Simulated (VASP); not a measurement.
# Al2Ru in VASP: single point with PBEsol

Aim: the single point of Al2Ru with PBEsol.

All numbers are computed with VASP 6.6.1; they aren't measurements. Logs are shortened: lines on timing, memory, paths and dates and some standing lists are left out, and cuts for length are marked.

**1. The cell of the first run**

The cell holds a slab with vacuum, 12 atoms: a = 3.121 Å, b = 4.755 Å, c = 25.776 Å, α = 90.00°, β = 90.00°, γ = 109.16°.

**2. Single point, PBEsol**

Contents of INCAR:

```
SYSTEM = Al2Ru
PREC = Accurate ; ENCUT = 520
EDIFF = 1E-6 ; ISMEAR = 0
SIGMA = 0.1 ; LREAL = .False.
LASPH = .True. ; NELM = 60
ALGO = Normal ; ISIF = 2
LWAVE = .False. ; LCHARG = .True.
LDIPOL = .True. ; IDIPOL = 3
DIPOL = 0.5 0.5 0.500 ; GGA = PS
LELF = .True. ; LVHAR = .True.
LVACPOTAV = .True. ; ISYM = 0
NBANDS = 52
```

Contents of KPOINTS:

```
regular mesh
0
Gamma
  12 8 1
  0 0 0
```

Contents of POSCAR:

```
Al2Ru
1.0
    3.1213577632      0.0000000000      0.0000000000
   -1.5606788816      4.4914239899      0.0000000000
    0.0000000000      0.0000000000     25.7762462254
Al Ru
8 4
Direct
    0.4205021980      0.8410043959      0.2909655632
    0.8209821543      0.6419643085      0.3683884685
    0.5412443741      0.0824887481      0.4045142193
    0.9417243304      0.8834486607      0.4819371246
    0.6619865502      0.3239731003      0.5180628754
    0.0624665065      0.1249330130      0.5954857807
    0.7827287263      0.5654574525      0.6316115315
    0.1832086826      0.3664173652      0.7090344368
    0.1207421761      0.2414843522      0.3296770159
    0.2414843522      0.4829687044      0.4432256720
    0.3622265283      0.7244530566      0.5567743280
    0.4829687044      0.9659374089      0.6703229841
```

Potentials or basis: VASP PAW PBE potentials, release 64 (Al, Ru_pv).

Command:

```console
cat potpaw_PBE.64/Al/POTCAR potpaw_PBE.64/Ru_pv/POTCAR > POTCAR
mpirun -np 1 vasp_std > vasp.out
```

OUTCAR:

```text
SYSTEM = Al2Ru
   PREC = Accurate
   ENCUT = 520
   EDIFF = 1E-6
   ISMEAR = 0
   LREAL = .False.
   LASPH = .True.
   NELM = 60
   ISIF = 2
   GGA = PS
   ISYM = 0

 ion  position               nearest neighbor table
   1  0.421  0.841  0.291-   9 2.58   9 2.58   2 2.69   2 2.69   9 2.87   3 3.12
   2  0.821  0.642  0.368-   9 2.58   9 2.58  10 2.58  10 2.58   3 2.68   1 2.69   1 2.69   3 2.69
                             3 2.69   9 2.87   4 3.12
   3  0.541  0.082  0.405-   9 2.58   9 2.58  10 2.58  10 2.58   2 2.68   4 2.69   4 2.69   2 2.69
                             2 2.69  10 2.87   1 3.12   5 3.12
   4  0.942  0.883  0.482-  10 2.58  11 2.58  10 2.58  11 2.58   5 2.68   3 2.69   3 2.69   5 2.69
                             5 2.69  10 2.87   2 3.12   6 3.12
   5  0.662  0.324  0.518-  11 2.58  10 2.58  11 2.58  10 2.58   4 2.68   6 2.69   6 2.69   4 2.69
                             4 2.69  11 2.87   7 3.12   3 3.12
   6  0.062  0.125  0.595-  12 2.58  12 2.58  11 2.58  11 2.58   7 2.68   5 2.69   5 2.69   7 2.69
                             7 2.69  11 2.87   8 3.12   4 3.12
   7  0.783  0.565  0.632-  12 2.58  12 2.58  11 2.58  11 2.58   6 2.68   8 2.69   8 2.69   6 2.69
                             6 2.69  12 2.87   5 3.12
   8  0.183  0.366  0.709-  12 2.58  12 2.58   7 2.69   7 2.69  12 2.87   6 3.12
   9  0.121  0.241  0.330-   2 2.58   3 2.58   2 2.58   3 2.58   1 2.58   1 2.58   2 2.87   1 2.87
                            10 3.12
  10  0.241  0.483  0.443-   4 2.58   5 2.58   4 2.58   5 2.58   3 2.58   3 2.58   2 2.58   2 2.58
                             4 2.87   3 2.87  11 3.12   9 3.12
  11  0.362  0.724  0.557-   5 2.58   4 2.58   5 2.58   4 2.58   6 2.58   6 2.58   7 2.58   7 2.58
                             5 2.87   6 2.87  10 3.12  12 3.12
  12  0.483  0.966  0.670-   6 2.58   7 2.58   6 2.58   7 2.58   8 2.58   8 2.58   7 2.87   8 2.87
                            11 3.12

IMPORTANT INFORMATION: All symmetrisations will be switched off!
NOSYMM: (Re-)initialisation of all symmetry stuff for point group C_1.

----------------------------------------------------------------------------------------

                                     Primitive cell

  volume of cell :     361.3660

  direct lattice vectors                    reciprocal lattice vectors
     3.121357763  0.000000000  0.000000000     0.320373400  0.111323269  0.000000000
    -1.560678882  4.491423990  0.000000000     0.000000000  0.222646538  0.000000000
     0.000000000  0.000000000 25.776246225     0.000000000  0.000000000  0.038795408

  length of vectors
     3.121357763  4.754851000 25.776246225     0.339163656  0.222646538  0.038795408

  position of ions in fractional coordinates (direct lattice)
     0.420502198  0.841004396  0.290965563
     0.820982154  0.641964309  0.368388469
     0.541244374  0.082488748  0.404514219
     0.941724330  0.883448661  0.481937125
     0.661986550  0.323973100  0.518062875
     0.062466507  0.124933013  0.595485781
     0.782728726  0.565457452  0.631611531
     0.183208683  0.366417365  0.709034437
     0.120742176  0.241484352  0.329677016
     0.241484352  0.482968704  0.443225672
     0.362226528  0.724453057  0.556774328
     0.482968704  0.965937409  0.670322984

  ion indices of the primitive-cell ions
   primitive index   ion index
                 1           1
                 2           2
                 3           3
                 4           4
                 5           5
                 6           6
                 7           7
                 8           8
                 9           9
                10          10
                11          11
                12          12

----------------------------------------------------------------------------------------

 KPOINTS: regular mesh

Automatic generation of k-mesh.
 Grid dimensions read from file:
 generate k-points for:   12    8    1

 Generating k-lattice:

  Cartesian coordinates                     Fractional coordinates (reciprocal lattice)
     0.026697783  0.009276939  0.000000000     0.083333333  0.000000000  0.000000000
     0.000000000  0.027830817  0.000000000     0.000000000  0.125000000  0.000000000
     0.000000000  0.000000000  0.038795408     0.000000000  0.000000000  1.000000000

  Length of vectors
     0.028263638  0.027830817  0.038795408

  Shift w.r.t. Gamma in fractional coordinates (k-lattice)
     0.000000000  0.000000000  0.000000000

[... 20 lines left out ...]
      ... skipping the blow-up phase ...

 Subroutine IBZKPT returns following result:
 ===========================================

 Found     50 irreducible k-points:

 Following reciprocal coordinates:
            Coordinates               Weight
  0.000000  0.000000  0.000000      1.000000
  0.083333 -0.000000  0.000000      2.000000
  0.166667 -0.000000  0.000000      2.000000
  0.250000 -0.000000  0.000000      2.000000
  0.333333 -0.000000  0.000000      2.000000
  0.416667 -0.000000  0.000000      2.000000
[... 16 lines left out ...]
  0.250000  0.250000  0.000000      2.000000
  0.333333  0.250000  0.000000      2.000000
 [... further k-points ...]
   k-points           NKPTS =     50   k-points in BZ     NKDIM =     50   number of bands    NBANDS=     52
   number of dos      NEDOS =    301   number of ions     NIONS =     12
   total plane-waves  NPLWV = 165888
   dimension x,y,z NGX =    24 NGY =   36 NGZ =  192
   dimension x,y,z NGXF=    48 NGYF=   72 NGZF=  384
   ions per type =               8   4
   NGX,Y,Z   is equivalent  to a cutoff of  12.78, 12.59, 12.38 a.u.
   NGXF,Y,Z  is equivalent  to a cutoff of  25.57, 25.17, 24.77 a.u.
 SYSTEM =  Al2Ru
   PREC   = accura    normal or accurate (medium, high low for compatibility)
   ISTART =      0    job   : 0-new  1-cont  2-samecut
   ICHARG =      2    charge: 1-file 2-atom 10-const
   ISPIN  =      1    spin polarized calculation?
   LNONCOLLINEAR =      F non collinear calculations
   LSORBIT =      F    spin-orbit coupling
   LASPH  =      T    aspherical Exc in radial PAW
   ENCUT  =  520.0 eV  38.22 Ry    6.18 a.u.   5.80  8.84 47.93*2*pi/ulx,y,z
   NELM   =     60;   NELMIN=  2; NELMDL= -5     # of ELM steps
   EDIFF  = 0.1E-05   stopping-criterion for ELM
   LREAL  =      F    real-space projection
   EDIFFG = 0.1E-04   stopping-criterion for IOM
   NSW    =      0    number of steps for IOM
   IBRION =     -1    ionic relax: 0-MD 1-quasi-New 2-CG
   NFREE  =      0    steps in history (QN), initial steepest desc. (CG)
   ISIF   =      2    stress and relaxation
   ISYM   =      0    0-nonsym 1-usesym 2-fastsym
   POTIM  = 0.5000    time-step for ionic-motion
   TEBEG  =    0.0;   TEEND  =   0.0 temperature during run
   PSTRESS=    0.0 pullay stress
   NELECT =      80.0000    total number of electrons
   NUPDOWN=      -1.0000    fix difference up-down
   EMIN   =  10.00;   EMAX   =-10.00  energy-range for DOS
   EFERMI =   0.00;   METHOD = LEGACY
   ISMEAR =     0;   SIGMA  =   0.10  broadening in eV -4-tet -1-fermi 0-gaus
   EFERMI_NEDOS =   21; number of points for ismear=-14 and -15
   IALGO  =     38    algorithm
   IMIX   =      4    mixing-type and parameters
     AMIX     =   0.40;   BMIX     =  1.00
     AMIX_MAG =   1.60;   BMIX_MAG =  1.00
  volume/ion in A,a.u.               =      30.11       203.22
  Fermi-wavevector in a.u.,A,eV,Ry     =   0.990351  1.871492 13.344523  0.980795
  Thomas-Fermi vector in A             =   2.122015
   LORBIT       =      0    0 simple, 1 ext, 2 COOP (PROOUT), +10 PAW based schemes
   GGA     = PS    functional components
   LHFCALC =     F    Hartree Fock is set to
   AEXX    =    0.0000 exact exchange contribution
   IVDW    =     0    specifies the selected vdW correction
   LEPSILON=     F    determine dielectric tensor
   LRPA    =     F    only Hartree local field effects (RPA)
 non-spin polarized calculation
 Gauss-broadening in eV      SIGMA  =   0.10
  energy-cutoff  :      520.00
  volume of cell :      361.37
 maximum number of plane-waves:      9798
   NGX = 11   NGY = 17   NGZ = 95

 dipolmoment           0.000000      0.000000      0.000000 electrons x Angstroem

 number of electron      80.0000003 magnetization

 dipolmoment           0.000000      0.000000     -0.000001 electrons x Angstroem

 Free energy of the ion-electron system (eV)
  ---------------------------------------------------
  ext. energy  EPLUGINS =         0.00000000
  ---------------------------------------------------
  free energy    TOTEN  =       -76.86476551 eV

  energy without entropy =      -76.83895143  energy(sigma->0) =      -76.85185847

 E-fermi :   2.3444     XC(G=0):  -6.3691

 val. band max:        2.3442715562   @ k =   0.1667   0.3750   0.0000
 cond. band min:       2.3486306765   @ k =  -0.3333   0.3750   0.0000
 fundamental gap:      0.0043591203
 Fermi energy:         2.3443774673

 k-point     1 :       0.0000    0.0000    0.0000
  band No.  band energies     occupation
      1     -40.0861      2.00000
      2     -40.0198      2.00000
      3     -40.0151      2.00000
      4     -40.0093      2.00000
      5     -39.9375      2.00000
      6     -39.9316      2.00000
[... 1309 lines left out ...]
     51       6.6487      0.00000
     52       6.9229      0.00000

 [... further k-points ...]

------------------------ aborting loop because EDIFF is reached ----------------------------------------

  FORCE on cell =-STRESS in cart. coord.  units (eV):
  Direction    XX          YY          ZZ          XY          YZ          ZX
  --------------------------------------------------------------------------------------
  -------------------------------------------------------------------------------------
  Total       -4.4807295     -8.9557860     -2.3168820      0.0034997      0.5948817     -0.0111666
  in kB      -19.8660732    -39.7069944    -10.2722889      0.0155166      2.6375089     -0.0495092
  external PRESSURE =     -23.2817855 kB  Pullay stress =       0.0000000 kB

 VOLUME and BASIS-vectors are now :
 -----------------------------------------------------------------------------
  energy-cutoff  :      520.00
  volume of cell :      361.37
      direct lattice vectors                 reciprocal lattice vectors
     3.121357763  0.000000000  0.000000000     0.320373400  0.111323269  0.000000000
    -1.560678882  4.491423990  0.000000000     0.000000000  0.222646538  0.000000000
     0.000000000  0.000000000 25.776246225     0.000000000  0.000000000  0.038795408

 POSITION                                       TOTAL-FORCE (eV/Angst)
 -----------------------------------------------------------------------------------
      0.00000      3.77731      7.50000         0.000581      0.297478      0.352961
      1.56068      2.88333      9.49567        -0.001019     -0.345557     -0.398619
      1.56068      0.37049     10.42686        -0.001150      0.322101     -0.631516
      1.56068      3.96794     12.42253        -0.000343     -0.087890      0.027402
      1.56068      1.45510     13.35372         0.000346      0.087874     -0.027405
      0.00000      0.56113     15.34939         0.001153     -0.322115      0.631509
      1.56068      2.53971     16.28057         0.001021      0.345542      0.398605
     -0.00000      1.64574     18.27625        -0.000578     -0.297493     -0.352947
      0.00000      1.08461      8.49784         0.002256     -0.368122      0.369236
     -0.00000      2.16922     11.42469        -0.001361      0.093014      0.341906
      0.00000      3.25383     14.35155         0.001395     -0.093080     -0.341894
     -0.00000      4.33843     17.27841        -0.002299      0.368246     -0.369238
 -----------------------------------------------------------------------------------
    total drift:                               -0.000014      0.000079     -0.000012

  FREE ENERGIE OF THE ION-ELECTRON SYSTEM (eV)
  ---------------------------------------------------
  free  energy   TOTEN  =       -76.8647655143 eV

  energy  without entropy=      -76.8389514263  energy(sigma->0) =      -76.85185847

 vacuum level on the upper side and lower side of the slab         6.706         6.706
```

Run time: 15 min. Hardware: 1 thread of Intel Xeon 6975P-C (Granite Rapids), shared host; peak memory 0.85 GiB.

What came out:

```yaml
Free_energy: -76.8648 eV
Largest_force: 0.709 eV/Å
Band_gap_on_the_k_mesh: zero (bands 40 and 41 overlap by 0.72 eV)
```

Forces in eV/Å, atoms in the order of the input:
```
Al   0.001  0.297  0.353
Al  -0.001 -0.346 -0.399
Al  -0.001  0.322 -0.632
Al   0.000 -0.088  0.027
Al   0.000  0.088 -0.027
Al   0.001 -0.322  0.632
Al   0.001  0.346  0.399
Al  -0.001 -0.297 -0.353
Ru   0.002 -0.368  0.369
Ru  -0.001  0.093  0.342
Ru   0.001 -0.093 -0.342
Ru  -0.002  0.368 -0.369
```

Caveat: the PAW data sets were made with another functional, which shifts forces and pressure a little.
